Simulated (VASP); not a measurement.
# Au (Fm-3m) in VASP: a series of runs

Au is run at these levels: PBE; tasks: single point.

All numbers are computed with VASP 6.6.1; they aren't measurements. Logs are shortened: lines on timing, memory, paths and dates and some standing lists are left out, and cuts for length are marked.

## (1) The cell of the first run

Symmetry: Fm-3m, No. 225, cubic system. Conventional cell: a = 4.129 Å, b = 4.129 Å, c = 4.129 Å, α = 90.00°, β = 90.00°, γ = 90.00°. Within 3.8 Å of Au (site symmetry m-3m) lie 12 Au at 2.92 Å.

## (2) Single point, PBE

INCAR

```
PREC     = Accurate       # precision mode
ENCUT    = 520            # plane-wave cutoff, eV
EDIFF    = 1E-6           # SCF threshold, eV
ISMEAR   = -1             # smearing method
SIGMA    = 0.06122561905347299 # smearing width, eV
LREAL    = False          # projectors in reciprocal space
LASPH    = True           # aspherical terms in the spheres
NELM     = 60             # most SCF steps
ALGO     = Normal         # electronic algorithm
ISIF     = 2              # what is computed and relaxed
LWAVE    = False          # write WAVECAR
LCHARG   = False          # write CHGCAR
GGA      = PE             # functional
NBANDS   = 12             # bands
```

KPOINTS

```
regular mesh
0
Gamma
  23 23 23
```

POSCAR

```
Au
1.0
    0.0000000000      2.0647204712      2.0647204712
    2.0647204712      0.0000000000      2.0647204712
    2.0647204712      2.0647204712      0.0000000000
Au
1
Direct
    0.0000000000      0.0000000000      0.0000000000
```

Potentials or basis: VASP PAW PBE potentials, release 64 (Au).

Launch:

```sh
$ cat potpaw_PBE.64/Au/POTCAR > POTCAR
$ mpirun -np 1 vasp_std > vasp.out
```

OUTCAR:

```text
PREC = Accurate
   ENCUT = 520
   EDIFF = 1E-6
   ISMEAR = -1
   LREAL = False
   LASPH = True
   NELM = 60
   ISIF = 2
   GGA = PE

 ion  position               nearest neighbor table
   1  0.000  0.000  0.000-

  LATTYP: Found a face centered cubic cell.
 ALAT       =     4.1294409424

  Lattice vectors:

 A1 = (   0.0000000000,   2.0647204712,   2.0647204712)
 A2 = (   2.0647204712,   0.0000000000,   2.0647204712)
 A3 = (   2.0647204712,   2.0647204712,   0.0000000000)

Analysis of symmetry for initial positions (statically):
=====================================================================
 Subroutine PRICEL returns:
 Original cell was already a primitive cell.

 Routine SETGRP: Setting up the symmetry group for a
 face centered cubic supercell.

 Subroutine GETGRP returns: Found 48 space group operations
 (whereof 48 operations were pure point group operations)
 out of a pool of 48 trial point group operations.

The static configuration has the point symmetry O_h .

Analysis of symmetry for dynamics (positions and initial velocities):
=====================================================================
 Subroutine PRICEL returns:
 Original cell was already a primitive cell.

 Routine SETGRP: Setting up the symmetry group for a
 face centered cubic supercell.

 Subroutine GETGRP returns: Found 48 space group operations
 (whereof 48 operations were pure point group operations)
 out of a pool of 48 trial point group operations.

The dynamic configuration has the point symmetry O_h .

 Subroutine INISYM returns: Found 48 space group operations
 (whereof 48 operations are pure point group operations),
 and found     1 'primitive' translations

----------------------------------------------------------------------------------------

                                     Primitive cell

  volume of cell :      17.6041

  direct lattice vectors                    reciprocal lattice vectors
     0.000000000  2.064720471  2.064720471    -0.242163531  0.242163531  0.242163531
     2.064720471  0.000000000  2.064720471     0.242163531 -0.242163531  0.242163531
     2.064720471  2.064720471  0.000000000     0.242163531  0.242163531 -0.242163531

  length of vectors
     2.919955693  2.919955693  2.919955693     0.419439540  0.419439540  0.419439540

  position of ions in fractional coordinates (direct lattice)
     0.000000000  0.000000000  0.000000000

[... 81 lines left out ...]
   ISIF   =      2    stress and relaxation
   ISYM   =      2    0-nonsym 1-usesym 2-fastsym
   POTIM  = 0.5000    time-step for ionic-motion
   TEBEG  =    0.0;   TEEND  =   0.0 temperature during run
   PSTRESS=    0.0 pullay stress
   NELECT =      11.0000    total number of electrons
   NUPDOWN=      -1.0000    fix difference up-down
   EMIN   =  10.00;   EMAX   =-10.00  energy-range for DOS
   EFERMI =   0.00;   METHOD = LEGACY
   ISMEAR =    -1;   SIGMA  =   0.06  broadening in eV -4-tet -1-fermi 0-gaus
   EFERMI_NEDOS =   21; number of points for ismear=-14 and -15
   IALGO  =     38    algorithm
   IMIX   =      4    mixing-type and parameters
     AMIX     =   0.40;   BMIX     =  1.00
     AMIX_MAG =   1.60;   BMIX_MAG =  1.00
  volume/ion in A,a.u.               =      17.60       118.80
  Fermi-wavevector in a.u.,A,eV,Ry     =   1.399591  2.644843 26.651839  1.958855
  Thomas-Fermi vector in A             =   2.522635
   LORBIT       =      0    0 simple, 1 ext, 2 COOP (PROOUT), +10 PAW based schemes
   GGA     = PE    functional components
   LHFCALC =     F    Hartree Fock is set to
   AEXX    =    0.0000 exact exchange contribution
   IVDW    =     0    specifies the selected vdW correction
   LEPSILON=     F    determine dielectric tensor
   LRPA    =     F    only Hartree local field effects (RPA)
 non-spin polarized calculation
  energy-cutoff  :      520.00
  volume of cell :       17.60
 maximum number of plane-waves:       495
 NGX is ok and might be reduce to    24
   NGX = 11   NGY = 11   NGZ = 11

 number of electron      11.0000001 magnetization

 Free energy of the ion-electron system (eV)
  ---------------------------------------------------
  ext. energy  EPLUGINS =         0.00000000
  ---------------------------------------------------
  free energy    TOTEN  =        -3.21796206 eV

  energy without entropy =       -3.21326301  energy(sigma->0) =       -3.21561254

 E-fermi :   8.9731     XC(G=0): -12.5235

 val. band max:        8.9546418621   @ k =  -0.2609   0.2609   0.0435
 cond. band min:       8.9734956115   @ k =   0.4783   0.3478   0.0435
 fundamental gap:      0.0188537494
 Fermi energy:         8.9731000309

 k-point     1 :       0.0000    0.0000    0.0000
  band No.  band energies     occupation
      1      -0.5750      2.00000
      2       4.4187      2.00000
      3       4.4187      2.00000
      4       4.4187      2.00000
      5       5.8484      2.00000
      6       5.8484      2.00000
      7      23.5039      0.00000
      8      27.3167      0.00000
      9      27.3167      0.00000
     10      27.3167      0.00000
     11      32.1188      0.00000
     12      36.4080      0.00000
[... 331 lines left out ...]
 k-point    24 :      -0.4783    0.0435    0.0000
  band No.  band energies     occupation
      1       1.9668      2.00000
      2       4.3564      2.00000
      3       4.4200      2.00000
      4       6.6921      2.00000
      5       6.9666      2.00000
      6       8.4683      1.99948
      7      11.8527      0.00000
      8      22.9991      0.00000
      9      25.5014      0.00000
     10      25.7618      0.00000
     11      33.4221      0.00000
     12      33.4333      0.00000

 [... further k-points ...]

------------------------ aborting loop because EDIFF is reached ----------------------------------------

  FORCE on cell =-STRESS in cart. coord.  units (eV):
  Direction    XX          YY          ZZ          XY          YZ          ZX
  --------------------------------------------------------------------------------------
  -------------------------------------------------------------------------------------
  Total        0.3028646      0.3028646      0.3028646      0.0000000      0.0000000     -0.0000000
  in kB       27.5641927     27.5641927     27.5641927      0.0000000      0.0000000     -0.0000000
  external PRESSURE =      27.5641927 kB  Pullay stress =       0.0000000 kB

 VOLUME and BASIS-vectors are now :
 -----------------------------------------------------------------------------
  energy-cutoff  :      520.00
  volume of cell :       17.60
      direct lattice vectors                 reciprocal lattice vectors
     0.000000000  2.064720471  2.064720471    -0.242163531  0.242163531  0.242163531
     2.064720471  0.000000000  2.064720471     0.242163531 -0.242163531  0.242163531
     2.064720471  2.064720471  0.000000000     0.242163531  0.242163531 -0.242163531

 POSITION                                       TOTAL-FORCE (eV/Angst)
 -----------------------------------------------------------------------------------
      0.00000      0.00000      0.00000         0.000000      0.000000     -0.000000
 -----------------------------------------------------------------------------------
    total drift:                               -0.000000      0.000000      0.000000

  FREE ENERGIE OF THE ION-ELECTRON SYSTEM (eV)
  ---------------------------------------------------
  free  energy   TOTEN  =        -3.2179620596 eV

  energy  without entropy=       -3.2132630119  energy(sigma->0) =       -3.21561254
```

stdout:

```text
POSCAR found type information on POSCAR Au
 POSCAR found :  1 types and       1 ions
 scaLAPACK will be used
 LDA part: xc-table for (Slater+PW92), standard interpolation
 POSCAR, INCAR and KPOINTS ok, starting setup
 FFT: planning ... GRIDC
 FFT: planning ... GRID_SOFT
 FFT: planning ... GRID
 WAVECAR not read
 entering main loop
```

Run time: 46 s. Hardware: 1 thread of Intel Xeon 8259CL, shared host; peak memory 0.2 GiB.

Results:

```yaml
Free_energy: -3.2180 eV
Pressure: 2.8 GPa
Band_gap_on_the_k_mesh: zero (an odd number of electrons rules out a gap without spin polarisation)
```

Caveat: spin-orbit coupling is left out, which moves the levels of the heavy elements.

## (3) Single point, PBE

This run uses another cell than the first one, of 17.96 Å³/atom.

INCAR

```
SYSTEM = Au
PREC = Accurate
ENCUT = 520
EDIFF = 1E-7
ISMEAR = -1
SIGMA = 0.06122561905347299
LREAL = .FALSE.
LASPH = .TRUE.
NELM = 60
ALGO = Normal
ISIF = 2
LWAVE = .FALSE.
LCHARG = .FALSE.
GGA = PE
NBANDS = 12
```

KPOINTS

```
Automatic mesh
0
G
  23 23 23
  0 0 0
```

POSCAR

```
Au
1.0
    0.0000000000      2.0786717084      2.0786717084
    2.0786717084      0.0000000000      2.0786717084
    2.0786717084      2.0786717084      0.0000000000
Au
1
Direct
    0.0000000000      0.0000000000      0.0000000000
```

Potentials or basis: VASP PAW PBE potentials, release 64 (Au).

Launch:

```sh
$ cat potpaw_PBE.64/Au/POTCAR > POTCAR
$ mpirun -np 1 vasp_std > vasp.out
```

OUTCAR:

```text
SYSTEM = Au
   PREC = Accurate
   ENCUT = 520
   EDIFF = 1E-7
   ISMEAR = -1
   LREAL = .FALSE.
   LASPH = .TRUE.
   NELM = 60
   ISIF = 2
   GGA = PE

 ion  position               nearest neighbor table
   1  0.000  0.000  0.000-

  LATTYP: Found a face centered cubic cell.
 ALAT       =     4.1573434168

  Lattice vectors:

 A1 = (   0.0000000000,   2.0786717084,   2.0786717084)
 A2 = (   2.0786717084,   0.0000000000,   2.0786717084)
 A3 = (   2.0786717084,   2.0786717084,   0.0000000000)

Analysis of symmetry for initial positions (statically):
=====================================================================
 Subroutine PRICEL returns:
 Original cell was already a primitive cell.

 Routine SETGRP: Setting up the symmetry group for a
 face centered cubic supercell.

 Subroutine GETGRP returns: Found 48 space group operations
 (whereof 48 operations were pure point group operations)
 out of a pool of 48 trial point group operations.

The static configuration has the point symmetry O_h .

Analysis of symmetry for dynamics (positions and initial velocities):
[... 166 lines left out ...]
      1      -0.6909      2.00000
      2       4.1996      2.00000
      3       4.1996      2.00000
      4       4.1996      2.00000
      5       5.5788      2.00000
      6       5.5788      2.00000
      7      23.2015      0.00000
      8      26.8975      0.00000
      9      26.8975      0.00000
     10      26.8975      0.00000
     11      31.6382      0.00000
     12      35.7220      0.00000
[... 331 lines left out ...]
 k-point    24 :      -0.4783    0.0435    0.0000
  band No.  band energies     occupation
      1       1.8199      2.00000
      2       4.1411      2.00000
      3       4.2023      2.00000
      4       6.4068      2.00000
      5       6.6583      2.00000
      6       8.2135      1.99827
      7      11.4294      0.00000
      8      22.6876      0.00000
      9      25.0215      0.00000
     10      25.2829      0.00000
     11      32.8086      0.00000
     12      32.8241      0.00000

 [... further k-points ...]

------------------------ aborting loop because EDIFF is reached ----------------------------------------

  FORCE on cell =-STRESS in cart. coord.  units (eV):
  Direction    XX          YY          ZZ          XY          YZ          ZX
  --------------------------------------------------------------------------------------
  -------------------------------------------------------------------------------------
  Total       -0.0237519     -0.0237519     -0.0237519      0.0000000      0.0000000      0.0000000
  in kB       -2.1184664     -2.1184664     -2.1184664      0.0000000      0.0000000      0.0000000
  external PRESSURE =      -2.1184664 kB  Pullay stress =       0.0000000 kB

 VOLUME and BASIS-vectors are now :
 -----------------------------------------------------------------------------
  energy-cutoff  :      520.00
  volume of cell :       17.96
      direct lattice vectors                 reciprocal lattice vectors
     0.000000000  2.078671708  2.078671708    -0.240538224  0.240538224  0.240538224
     2.078671708  0.000000000  2.078671708     0.240538224 -0.240538224  0.240538224
     2.078671708  2.078671708  0.000000000     0.240538224  0.240538224 -0.240538224

 POSITION                                       TOTAL-FORCE (eV/Angst)
 -----------------------------------------------------------------------------------
      0.00000      0.00000      0.00000         0.000000     -0.000000      0.000000
 -----------------------------------------------------------------------------------
    total drift:                                0.000000      0.000000      0.000000

  FREE ENERGIE OF THE ION-ELECTRON SYSTEM (eV)
  ---------------------------------------------------
  free  energy   TOTEN  =        -3.2210122851 eV

  energy  without entropy=       -3.2161962935  energy(sigma->0) =       -3.21860429
```

OSZICAR:

```text
N       E                     dE             d eps       ncg     rms          rms(c)
DAV:   1     0.492524340403E+02    0.49252E+02   -0.55472E+03  9104   0.811E+02
DAV:   2    -0.278629338507E+01   -0.52039E+02   -0.48898E+02 10212   0.184E+02
DAV:   3    -0.348240541327E+01   -0.69611E+00   -0.69537E+00 10536   0.206E+01
DAV:   4    -0.348484186838E+01   -0.24365E-02   -0.24364E-02 10556   0.141E+00
DAV:   5    -0.348486085607E+01   -0.18988E-04   -0.18987E-04 10672   0.118E-01    0.796E+00
DAV:   6    -0.323827311903E+01    0.24659E+00   -0.69677E-01  9580   0.668E+00    0.520E+00
DAV:   7    -0.322286678712E+01    0.15406E-01   -0.53261E-02 10456   0.187E+00    0.264E+00
DAV:   8    -0.322101974404E+01    0.18470E-02   -0.11713E-03  9696   0.286E-01    0.241E-01
DAV:   9    -0.322100623990E+01    0.13504E-04   -0.75585E-06 10692   0.239E-02    0.166E-02
DAV:  10    -0.322101236181E+01   -0.61219E-05   -0.31715E-06 10348   0.174E-02    0.275E-03
DAV:  11    -0.322101228506E+01    0.76757E-07   -0.80999E-08  9548   0.215E-03
   1 F= -.32210123E+01 E0= -.32186043E+01  d E =-.481599E-02
```

stdout:

```text
POSCAR found type information on POSCAR Au
 POSCAR found :  1 types and       1 ions
 scaLAPACK will be used
 LDA part: xc-table for (Slater+PW92), standard interpolation
 POSCAR, INCAR and KPOINTS ok, starting setup
 FFT: planning ... GRIDC
 FFT: planning ... GRID_SOFT
 FFT: planning ... GRID
 WAVECAR not read
 entering main loop
```

Run time: 47 s. Hardware: 1 thread of Intel Xeon 8259CL, shared host; peak memory 0.21 GiB.

What came out:

- Free energy: -3.2210 eV
- Pressure: -0.2 GPa
- Band gap on the k mesh: zero (an odd number of electrons rules out a gap without spin polarisation)

Caveat: spin-orbit coupling is left out, which moves the levels of the heavy elements.
